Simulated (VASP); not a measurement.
Runs of VASP 6.6.1 on Ta2Si. The structure is that of space group I4/mcm (No. 140), or close to it. The cells are those of the table. 

```tsv
cell	gap on the mesh (eV)	pressure (GPa)	largest force (eV/Å)
a = 4.976 Å, angles 107.4, 107.4, 113.7°, 6 atoms	none	(b)	0.11
a = 4.817 Å, angles 104.6, 104.6, 119.7°, 6 atoms	none	36.4	(c)
a = 4.920 Å, angles 102.8, 102.8, 123.8°, 6 atoms	none	23.9	(a)
a = 4.869 Å, angles 105.5, 105.5, 117.7°, 6 atoms	none	22.9	0.13
a = 4.767 Å, angles 103.7, 103.7, 121.8°, 6 atoms	none	53.5	0.66
```

Alike in all rows: task single point; level PBEsol; potentials or basis VASP PAW PBE potentials, release 64 (Ta_pv, Si); no spin polarisation; k mesh 12 × 12 × 12; cutoff (eV) 520; smearing gaussian 0.15 eV.

Task: Fill in the values left out.

Result: (a) 0.38; (b) 3.7; (c) 0.36.

Caveats: the PAW data sets were made with another functional, which shifts forces and pressure a little; spin-orbit coupling is left out, which moves the levels of the heavy elements.

A k mesh can miss the band edges, and the runs leave out spin-orbit coupling on Ta.

A gap of «none» marks levels without a gap at the run's occupations.
